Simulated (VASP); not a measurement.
GaSb: single point with PBE

GaSb:

```xyz
2
Lattice="0.0000 2.9892 3.1295 2.9892 0.0000 3.1295 2.9892 2.9892 0.0000" Properties=species:S:1:pos:R:3 pbc="T T T"
Ga    0.0000    0.0000    0.0000
Sb    1.4946    1.4946    1.5648
```

This cell differs from its parent crystal: epitaxial xy strain -2.5%.

- Program: VASP 6.6.1
- Task: single point
- Functional: PBE
- Potentials or basis: VASP PAW PBE potentials, release 64 (Ga_d, Sb)
- Cutoff: 520 eV
- k mesh: 8 × 8 × 8
- Occupations: fermi-dirac, width 0.02 eV
- Spin: no spin polarisation

- Pressure: 3.7 GPa
- Band gap on the k mesh: 0.09 eV

Stress tensor (GPa, compression positive):
```
4.47 0.00 0.00
0.00 4.47 0.00
0.00 0.00 2.28
```

Levels at points of the mesh, in eV from the valence-band top:
| k point | band 5 | band 6 | band 7 | band 8 | band 9 | band 10 | band 11 | band 12 | band 13 | band 14 |
| --- | --- | --- | --- | --- | --- | --- | --- | --- | --- | --- |
| (0.00, 0.00, 0.00) | -15.13 | -11.73 | -0.29 | 0.00 | 0.00 | 0.09 | 2.64 | 2.64 | 2.77 | 5.74 |
| (0.50, 0.00, 0.00) | -15.12 | -10.05 | -6.58 | -1.47 | -1.10 | 0.32 | 3.56 | 3.78 | 6.37 | 9.30 |
| (0.50, 0.50, 0.00) | -15.13 | -9.30 | -7.16 | -2.56 | -2.56 | 1.02 | 1.31 | 8.71 | 8.71 | 10.04 |
| (0.50, 0.00, 0.50) | -15.12 | -9.12 | -6.94 | -2.86 | -2.82 | 0.67 | 1.02 | 8.62 | 8.64 | 10.05 |

Wall time 43 s on 1 thread of Intel(R) Xeon(R) 6975P-C (Granite Rapids), on a shared host, peak memory 0.2 GiB.

Caveat: the cell differs from its parent crystal (epitaxial xy strain -2.5%); the cell stands under pressure; spin-orbit coupling is left out, which moves the levels of the heavy elements. A k mesh can miss the band edges.
